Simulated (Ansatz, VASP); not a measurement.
# Two plane-wave programs on Sb

The input INCAR:

```
SYSTEM = Sb
PREC = Accurate ; ENCUT = 600
EDIFF = 1E-6 ; ISMEAR = 0
SIGMA = 0.1 ; LREAL = .False.
LASPH = .True. ; NELM = 100
ALGO = Normal ; ISIF = 3
LWAVE = .False. ; LCHARG = .False.
GGA = PS ; IBRION = 2
NSW = 90 ; EDIFFG = -0.04
```

KPOINTS

```
regular mesh
0
Gamma
  3 3 3
  0 0 0
```

File POSCAR:

```
Sb
1.0
    4.0135081383      2.3172000041      6.8446454560
   -4.0135081383      2.3172000041      6.8446454560
    0.0000000000     -4.6344000080      6.8446454560
Sb
12
Direct
    0.0101900000      0.6536100000      0.0101900000
    0.0101900000      0.0101900000      0.6536100000
    0.6536100000      0.0101900000      0.0101900000
    0.9898100000      0.3463900000      0.9898100000
    0.3463900000      0.9898100000      0.9898100000
    0.9898100000      0.9898100000      0.3463900000
    0.2211800000      0.6306000000      0.2211800000
    0.2211800000      0.2211800000      0.6306000000
    0.6306000000      0.2211800000      0.2211800000
    0.7788200000      0.3694000000      0.7788200000
    0.3694000000      0.7788200000      0.7788200000
    0.7788200000      0.7788200000      0.3694000000
```

Input for Ansatz:

```yaml
crystal:
  lattice:
    - [4.0135081383, 2.3172000041, 6.844645456]
    - [-4.0135081383, 2.3172000041, 6.844645456]
    - [0.0, -4.634400008, 6.844645456]
  atoms:
    - { symbol: Sb, position: [0.01019, 0.65361, 0.01019] }
    - { symbol: Sb, position: [0.01019, 0.01019, 0.65361] }
    - { symbol: Sb, position: [0.65361, 0.01019, 0.01019] }
    - { symbol: Sb, position: [0.98981, 0.34639, 0.98981] }
    - { symbol: Sb, position: [0.34639, 0.98981, 0.98981] }
    - { symbol: Sb, position: [0.98981, 0.98981, 0.34639] }
    - { symbol: Sb, position: [0.22118, 0.6306, 0.22118] }
    - { symbol: Sb, position: [0.22118, 0.22118, 0.6306] }
    - { symbol: Sb, position: [0.6306, 0.22118, 0.22118] }
    - { symbol: Sb, position: [0.77882, 0.3694, 0.77882] }
    - { symbol: Sb, position: [0.3694, 0.77882, 0.77882] }
    - { symbol: Sb, position: [0.77882, 0.77882, 0.3694] }
basis:
  ecutwfc: 420
kpoints:
  mp_grid: { grid: [3, 3, 3] }
hamiltonian:
  xc: pbesol
scf:
  occupations: { method: gaussian, width: 0.1 }
  lower_state_search: "off"
output:
  forces: true
  stress: true
  eigenvalues: true
relax:
  adjacent_minimum: "off"
  f_tol: 0.04
  max_steps: 70
  cell: { stress_tol: 0.4 }
```

Alike in both runs: task relaxation of cell and atoms; functional PBEsol; k mesh 3 × 3 × 3; occupations gaussian, width 0.1 eV; no spin polarisation.

```csv
,VASP,Ansatz
version,VASP 6.6.1,Ansatz 0.2.0
potentials or method,"VASP PAW PBE potentials, release 64 (Sb), cutoff 600 eV","scalar-relativistic, plane waves, PAW"
valence electrons in the cell,60,180
```

Ansatz gave:

* gap on the k mesh at the Fermi level, each at its own relaxed structure (eV): none
* relaxed volume (Å³/atom): 32.65
* relaxed cell length with the largest relative difference (Å): 7.486

Problem. Which values does VASP return?

Solution. gap on the k mesh at the Fermi level, each at its own relaxed structure (eV): none; relaxed volume (Å³/atom): 37.51; relaxed cell length with the largest relative difference (Å): 9.153.

VASP's potentials were made for PBE, not for PBEsol. A gap of «none» marks a metal or a gap that the smearing closes. One of these differences is far larger than is usual between the two programs; its cause wasn't traced. VASP's potentials hold 60 valence electrons a cell and Ansatz's 180, so a difference there can come from the potentials and not from the codes.

Neither program's run includes spin-orbit coupling. Noted on VASP's run: the volume moved by over 15 % at a fixed basis, so the end points are rough.
